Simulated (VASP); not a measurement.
# In11As12 (a cell with a defect) in VASP: single point with PBE

Aim: the single point of In11As12 (a cell with a defect) with PBE.

Everything below comes from runs of VASP 6.6.1. Logs are shortened: lines on timing, memory, paths and dates and some standing lists are left out, and cuts for length are marked.

**1. The cell of the first run**

The cell holds a defect, 23 atoms: a = 13.128 Å, b = 8.752 Å, c = 8.752 Å, α = 60.00°, β = 60.00°, γ = 60.00°.

**2. Single point, PBE (atoms taken out, then relaxed in part)**

Contents of INCAR:

```
PREC     = Accurate       # precision mode
ENCUT    = 520            # plane-wave cutoff, eV
EDIFF    = 1E-7           # SCF threshold, eV
ISMEAR   = 0              # smearing method
SIGMA    = 0.05           # smearing width, eV
LREAL    = Auto         
LASPH    = True           # aspherical terms in the spheres
NELM     = 60             # most SCF steps
ALGO     = Normal         # electronic algorithm
ISIF     = 2              # what is computed and relaxed
LWAVE    = False          # write WAVECAR
LCHARG   = True           # write CHGCAR
GGA      = PE             # functional
LELF     = True           # ELF
LVHAR    = True         
NBANDS   = 118            # bands
```

Contents of KPOINTS:

```
regular mesh
0
Gamma
  2 2 2
```

Contents of POSCAR:

```
In11As12
1.0
    0.0000000000      9.2832339069      9.2832339069
    6.1888226046      0.0000000000      6.1888226046
    6.1888226046      6.1888226046      0.0000000000
In As
11 12
Direct
    0.0072105125     -0.0030350821     -0.0042451423
    0.0007306389     -0.0003536922      0.4996463078
    0.0033265129      0.4986467719     -0.0013532281
    0.0072105125      0.4957548577      0.4969649179
    0.3357571301     -0.0038027453     -0.0013755872
    0.3364976722      0.5000760344      0.0000760344
    0.3357571301      0.4986244128      0.4961972547
    0.6628458545     -0.0056448121      0.0199623846
    0.6627014128     -0.0058541288      0.4941458712
    0.6656637959      0.5010819242      0.0010819242
    0.6628458545      0.5199623846      0.4943551879
    0.2559480649      0.3591499866      0.3774220634
    0.2539571324      0.3734721777      0.8734721777
    0.2509482156      0.8763101924      0.3763101924
    0.2559480649      0.8774220634      0.8591499866
    0.5862478024      0.3734683119      0.3767113296
    0.5864861688      0.3725865362      0.8725865362
    0.5467097208      0.8940219488      0.3940219488
    0.5862478024      0.8767113296      0.8734683119
    0.9153839311      0.3776928215      0.3749713268
    0.9173458783      0.3746873768      0.8746873768
    0.9155129270      0.8740500035      0.3740500035
    0.9153839311      0.8749713268      0.8776928215
```

Potentials or basis: VASP PAW PBE potentials, release 64 (In_d, As).

On the command line:

```
> cat potpaw_PBE.64/In_d/POTCAR potpaw_PBE.64/As/POTCAR > POTCAR
> mpirun -np 1 vasp_std > vasp.out
```

OUTCAR:

```text
PREC = Accurate
   ENCUT = 520
   EDIFF = 1E-7
   ISMEAR = 0
   LREAL = Auto
   LASPH = True
   NELM = 60
   ISIF = 2
   GGA = PE

 ion  position               nearest neighbor table
   1  0.007  0.997  0.996-  15 2.67  21 2.70  23 2.70  22 2.70
   2  0.001  1.000  0.500-  14 2.68  20 2.70  23 2.70  22 2.71
   3  0.003  0.499  0.999-  13 2.69  20 2.69  23 2.69  21 2.69
   4  0.007  0.496  0.497-  12 2.67  21 2.70  20 2.70  22 2.70
   5  0.336  0.996  0.999-  19 2.69  13 2.70  14 2.70  15 2.70
   6  0.336  0.500  0.000-  17 2.68  13 2.69  15 2.70  12 2.70
   7  0.336  0.499  0.496-  16 2.69  13 2.70  14 2.70  12 2.70
   8  0.663  0.994  0.020-  18 2.70  17 2.71  23 2.71  19 2.71
   9  0.663  0.994  0.494-  18 2.70  22 2.71  19 2.72  16 2.72
  10  0.666  0.501  0.001-  16 2.68  19 2.68  17 2.69  21 2.70
  11  0.663  0.520  0.494-  18 2.70  17 2.71  20 2.71  16 2.71
  12  0.256  0.359  0.377-   4 2.67   6 2.70   7 2.70
  13  0.254  0.373  0.873-   3 2.69   6 2.69   5 2.70   7 2.70
  14  0.251  0.876  0.376-   2 2.68   5 2.70   7 2.70
  15  0.256  0.877  0.859-   1 2.67   6 2.70   5 2.70
  16  0.586  0.373  0.377-  10 2.68   7 2.69  11 2.71   9 2.72
  17  0.586  0.373  0.873-   6 2.68  10 2.69   8 2.71  11 2.71
  18  0.547  0.894  0.394-   8 2.70  11 2.70   9 2.70
  19  0.586  0.877  0.873-  10 2.68   5 2.69   8 2.71   9 2.72
  20  0.915  0.378  0.375-   3 2.69   4 2.70   2 2.70  11 2.71
  21  0.917  0.375  0.875-   3 2.69  10 2.70   4 2.70   1 2.70
  22  0.916  0.874  0.374-   1 2.70   4 2.70   2 2.71   9 2.71
  23  0.915  0.875  0.878-   3 2.69   1 2.70   2 2.70   8 2.71

  LATTYP: Found a face centered orthorhombic cell.
 ALAT       =     8.7523168625
 B/A-ratio  =     1.7320508076
 C/A-ratio  =     2.4494897428

  Lattice vectors:

 A1 = (   0.0000000000,   9.2832339069,   9.2832339069)
 A2 = (  -6.1888226046,   3.0944113023,   9.2832339069)
 A3 = (   6.1888226046,   0.0000000000,   6.1888226046)

Analysis of symmetry for initial positions (statically):
=====================================================================
 Subroutine PRICEL returns:
 Original cell was already a primitive cell.

 Routine SETGRP: Setting up the symmetry group for a
 face centered orthorhombic supercell.

 Subroutine GETGRP returns: Found  2 space group operations
 (whereof  1 operations were pure point group operations)
 out of a pool of  8 trial point group operations.

The static configuration has the point symmetry C_1 .
 The point group associated with its full space group is C_1h.

Analysis of symmetry for dynamics (positions and initial velocities):
=====================================================================
 Subroutine PRICEL returns:
 Original cell was already a primitive cell.

 Routine SETGRP: Setting up the symmetry group for a
 face centered orthorhombic supercell.

 Subroutine GETGRP returns: Found  2 space group operations
 (whereof  1 operations were pure point group operations)
 out of a pool of  8 trial point group operations.

The dynamic configuration has the point symmetry C_1 .
 The point group associated with its full space group is C_1h.

 Subroutine INISYM returns: Found  2 space group operations
 (whereof  1 operations are pure point group operations),
 and found     1 'primitive' translations

----------------------------------------------------------------------------------------

                                     Primitive cell

  volume of cell :     711.1240

  direct lattice vectors                    reciprocal lattice vectors
     0.000000000  9.283233907  9.283233907    -0.053860541  0.053860541  0.053860541
     6.188822605  0.000000000  6.188822605     0.080790811 -0.080790811  0.080790811
     6.188822605  6.188822605  0.000000000     0.080790811  0.080790811 -0.080790811

  length of vectors
    13.128475294  8.752316863  8.752316863     0.093289193  0.139933790  0.139933790

  position of ions in fractional coordinates (direct lattice)
     0.007210513  0.996964918  0.995754858
     0.000730639  0.999646308  0.499646308
     0.003326513  0.498646772  0.998646772
     0.007210513  0.495754858  0.496964918
     0.335757130  0.996197255  0.998624413
     0.336497672  0.500076034  0.000076034
[... 15 lines left out ...]
     0.915512927  0.874050004  0.374050004
     0.915383931  0.874971327  0.877692821

  ion indices of the primitive-cell ions
   primitive index   ion index
                 1           1
                 2           2
                 3           3
                 4           4
                 5           5
                 6           6
[... 15 lines left out ...]
                22          22
                23          23

----------------------------------------------------------------------------------------

 KPOINTS: regular mesh

Automatic generation of k-mesh.
 Grid dimensions read from file:
 generate k-points for:    2    2    2

 Generating k-lattice:

  Cartesian coordinates                     Fractional coordinates (reciprocal lattice)
    -0.026930270  0.026930270  0.026930270     0.500000000  0.000000000  0.000000000
     0.040395406 -0.040395406  0.040395406     0.000000000  0.500000000  0.000000000
     0.040395406  0.040395406 -0.040395406     0.000000000  0.000000000  0.500000000

  Length of vectors
     0.046644597  0.069966895  0.069966895

  Shift w.r.t. Gamma in fractional coordinates (k-lattice)
     0.000000000  0.000000000  0.000000000

 Subroutine IBZKPT returns following result:
 ===========================================

 Found      6 irreducible k-points:

 Following reciprocal coordinates:
            Coordinates               Weight
  0.000000  0.000000  0.000000      1.000000
  0.500000  0.000000  0.000000      1.000000
  0.000000  0.500000  0.000000      2.000000
  0.500000  0.000000  0.500000      2.000000
  0.000000  0.500000  0.500000      1.000000
  0.500000  0.500000  0.500000      1.000000
   k-points           NKPTS =      6   k-points in BZ     NKDIM =      6   number of bands    NBANDS=    118
   number of dos      NEDOS =    301   number of ions     NIONS =     23
   total plane-waves  NPLWV = 480200
   dimension x,y,z NGX =    98 NGY =   70 NGZ =   70
   dimension x,y,z NGXF=   196 NGYF=  140 NGZF=  140
   ions per type =              11  12
   NGX,Y,Z   is equivalent  to a cutoff of  12.41, 13.30, 13.30 a.u.
   NGXF,Y,Z  is equivalent  to a cutoff of  24.82, 26.59, 26.59 a.u.
 SYSTEM =  unknown system
   PREC   = accura    normal or accurate (medium, high low for compatibility)
   ISTART =      0    job   : 0-new  1-cont  2-samecut
   ICHARG =      2    charge: 1-file 2-atom 10-const
   ISPIN  =      1    spin polarized calculation?
   LNONCOLLINEAR =      F non collinear calculations
   LSORBIT =      F    spin-orbit coupling
   LASPH  =      T    aspherical Exc in radial PAW
   ENCUT  =  520.0 eV  38.22 Ry    6.18 a.u.  24.41 16.27 16.27*2*pi/ulx,y,z
   NELM   =     60;   NELMIN=  2; NELMDL= -5     # of ELM steps
   EDIFF  = 0.1E-06   stopping-criterion for ELM
   LREAL  =      T    real-space projection
   EDIFFG = 0.1E-05   stopping-criterion for IOM
   NSW    =      0    number of steps for IOM
   IBRION =     -1    ionic relax: 0-MD 1-quasi-New 2-CG
   NFREE  =      0    steps in history (QN), initial steepest desc. (CG)
   ISIF   =      2    stress and relaxation
   ISYM   =      2    0-nonsym 1-usesym 2-fastsym
   POTIM  = 0.5000    time-step for ionic-motion
   TEBEG  =    0.0;   TEEND  =   0.0 temperature during run
   PSTRESS=    0.0 pullay stress
   NELECT =     203.0000    total number of electrons
   NUPDOWN=      -1.0000    fix difference up-down
   EMIN   =  10.00;   EMAX   =-10.00  energy-range for DOS
   EFERMI =   0.00;   METHOD = LEGACY
   ISMEAR =     0;   SIGMA  =   0.05  broadening in eV -4-tet -1-fermi 0-gaus
   EFERMI_NEDOS =   21; number of points for ismear=-14 and -15
   IALGO  =     38    algorithm
   IMIX   =      4    mixing-type and parameters
     AMIX     =   0.40;   BMIX     =  1.00
     AMIX_MAG =   1.60;   BMIX_MAG =  1.00
  volume/ion in A,a.u.               =      30.92       208.65
  Fermi-wavevector in a.u.,A,eV,Ry     =   1.077933  2.036998 15.809144  1.161939
  Thomas-Fermi vector in A             =   2.213858
   LORBIT       =      0    0 simple, 1 ext, 2 COOP (PROOUT), +10 PAW based schemes
   GGA     = PE    functional components
   LHFCALC =     F    Hartree Fock is set to
   AEXX    =    0.0000 exact exchange contribution
   IVDW    =     0    specifies the selected vdW correction
   LEPSILON=     F    determine dielectric tensor
   LRPA    =     F    only Hartree local field effects (RPA)
 non-spin polarized calculation
 Gauss-broadening in eV      SIGMA  =   0.05
  energy-cutoff  :      520.00
  volume of cell :      711.12
 maximum number of plane-waves:     19175
 NGX is ok and might be reduce to    98
   NGX = 49   NGY = 33   NGZ = 33

 number of electron     202.9999999 magnetization

 Free energy of the ion-electron system (eV)
  ---------------------------------------------------
  ext. energy  EPLUGINS =         0.00000000
  ---------------------------------------------------
  free energy    TOTEN  =       -86.18584655 eV

  energy without entropy =      -86.16461053  energy(sigma->0) =      -86.17522854

 E-fermi :   3.2070     XC(G=0):  -8.6046

 val. band max:        3.1895860437   @ k =   0.5000   0.0000   0.0000
 cond. band min:       3.2120568356   @ k =   0.0000   0.5000   0.0000
 fundamental gap:      0.0224707919
 Fermi energy:         3.2070316233

 k-point     1 :       0.0000    0.0000    0.0000
  band No.  band energies     occupation
      1     -11.0229      2.00000
      2     -11.0116      2.00000
      3     -11.0111      2.00000
      4     -10.9960      2.00000
      5     -10.9792      2.00000
      6     -10.9770      2.00000
[... 105 lines left out ...]
    112       5.4526      0.00000
    113       5.6372      0.00000
[... 578 lines left out ...]
    112       6.0599      0.00000
    113       6.6300      0.00000
 [bands above 113 left out]

------------------------ aborting loop because EDIFF is reached ----------------------------------------

  FORCE on cell =-STRESS in cart. coord.  units (eV):
  Direction    XX          YY          ZZ          XY          YZ          ZX
  --------------------------------------------------------------------------------------
  -------------------------------------------------------------------------------------
  Total       -5.2757598     -5.1419339     -5.1419339      0.1672110     -0.1327242      0.1672110
  in kB      -11.8863972    -11.5848846    -11.5848846      0.3767299     -0.2990305      0.3767299
  external PRESSURE =     -11.6853888 kB  Pullay stress =       0.0000000 kB

 VOLUME and BASIS-vectors are now :
 -----------------------------------------------------------------------------
  energy-cutoff  :      520.00
  volume of cell :      711.12
      direct lattice vectors                 reciprocal lattice vectors
     0.000000000  9.283233907  9.283233907    -0.053860541  0.053860541  0.053860541
     6.188822605  0.000000000  6.188822605     0.080790811 -0.080790811  0.080790811
     6.188822605  6.188822605  0.000000000     0.080790811  0.080790811 -0.080790811

 POSITION                                       TOTAL-FORCE (eV/Angst)
 -----------------------------------------------------------------------------------
     12.33259      6.22949      6.23698        -0.004265     -0.010426     -0.005823
      9.27886      3.09901      6.19342         0.003299     -0.003270     -0.003270
      9.26648      6.21133      3.11692        -0.027719      0.015707      0.015707
      6.14377      3.14256      3.13508        -0.004265     -0.005823     -0.010426
     12.34560      9.29722      9.28220        -0.000241      0.005683      0.005907
      3.09535      3.12426      6.21867         0.010439      0.004207      0.004207
[... 15 lines left out ...]
      7.72427     10.81385     13.90826         0.001199      0.001703      0.001703
     10.84693     13.92961     13.91277         0.015680     -0.016567     -0.006328
 -----------------------------------------------------------------------------------
    total drift:                                0.000688     -0.029666     -0.029666

  FREE ENERGIE OF THE ION-ELECTRON SYSTEM (eV)
  ---------------------------------------------------
  free  energy   TOTEN  =       -86.1858465508 eV

  energy  without entropy=      -86.1646105250  energy(sigma->0) =      -86.17522854
```

It took 20 min on 1 thread of AMD EPYC 9R45 (Zen 5), shared host; peak memory 1 GiB.

Results:

| Property | Result |
| --- | --- |
| Free energy | -86.1858 eV |
| Pressure | -1.2 GPa |
| Largest force | 0.042 eV/Å |
| Band gap on the k mesh | zero (an odd number of electrons rules out a gap without spin polarisation) |

Forces on the atoms (eV/Å):
```
In  -0.004 -0.010 -0.006
In   0.003 -0.003 -0.003
In  -0.028  0.016  0.016
In  -0.004 -0.006 -0.010
In   0.000  0.006  0.006
In   0.010  0.004  0.004
In   0.000  0.006  0.006
In   0.001  0.013 -0.001
In   0.000 -0.005 -0.005
In   0.012 -0.009 -0.009
In   0.001 -0.001  0.013
As   0.007  0.020  0.015
As  -0.014 -0.028 -0.028
As   0.006 -0.011 -0.011
As   0.007  0.015  0.020
As  -0.016 -0.006 -0.011
As   0.027  0.005  0.005
As  -0.014  0.015  0.015
As  -0.016 -0.011 -0.006
As   0.016 -0.006 -0.017
As  -0.010  0.011  0.011
As   0.001  0.002  0.002
As   0.016 -0.017 -0.006
```

Levels at points of the mesh, in eV from the Fermi level:
```tsv
k point	band 98	band 99	band 100	band 101	band 102	band 103	band 104	band 105
(0.00, 0.00, 0.00)	-0.44	-0.17	-0.13	0.02	0.27	0.34	0.37	1.09
(0.50, 0.00, 0.00)	-0.44	-0.42	-0.02	-0.02	0.23	0.23	1.08	1.14
(0.00, 0.50, 0.00)	-0.65	-0.54	-0.28	-0.27	0.01	0.12	1.32	1.54
(0.50, 0.00, 0.50)	-0.77	-0.72	-0.62	-0.40	-0.31	0.05	2.31	2.34
(0.00, 0.50, 0.50)	-0.73	-0.72	-0.67	-0.25	-0.19	0.13	1.74	1.84
(0.50, 0.50, 0.50)	-0.68	-0.57	-0.46	-0.41	-0.19	0.02	1.80	1.95
```

Caveat: the k points lie up to 0.44 Å⁻¹ apart, too coarse for converged energies and pressures of a metal; the cell differs from its parent crystal (atoms taken out, then relaxed in part); spin-orbit coupling is left out, which moves the levels of the heavy elements.
